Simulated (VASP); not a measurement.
A run of VASP 6.6.1 is set up as follows.

INCAR

```
PREC = Accurate ; ENCUT = 520
EDIFF = 1E-6 ; ISMEAR = 0
SIGMA = 0.02 ; LREAL = False
LASPH = True ; NELM = 60
ALGO = Normal ; ISIF = 2
LWAVE = False ; LCHARG = False
GGA = PS ; NBANDS = 26
```

File KPOINTS:

```
regular mesh
0
Gamma
  12 12 6
```

POSCAR

```
ZnO
1.0
    3.2304736098      0.0000000000      0.0000000000
   -1.6152368049      2.7976722123      0.0000000000
    0.0000000000      0.0000000000      5.5269201470
Zn O
2 2
Direct
    0.6666666667      0.3333333333      0.5064555688
    0.3333333333      0.6666666667      0.0064555688
    0.6666666667      0.3333333333      0.8738544312
    0.3333333333      0.6666666667      0.3738544312
```

Potentials or basis: VASP PAW PBE potentials, release 64 (Zn, O).

Launch:

```console
$ cat potpaw_PBE.64/Zn/POTCAR potpaw_PBE.64/O/POTCAR > POTCAR
$ mpirun -np 1 vasp_std > vasp.out
```

(1) Estimate the largest force.

(2) What does it give for the pressure?

(3) Predict the band gap on the k mesh.

Results:

(1) 0.013 eV/Å.

(2) -6.9 GPa.

(3) 0.50 eV, direct.

Caveat: the cell differs from its parent crystal (strain along c alone, the other axes held: +6.0 %, then relaxed in part); the PAW data sets were made with another functional, which shifts forces and pressure a little.
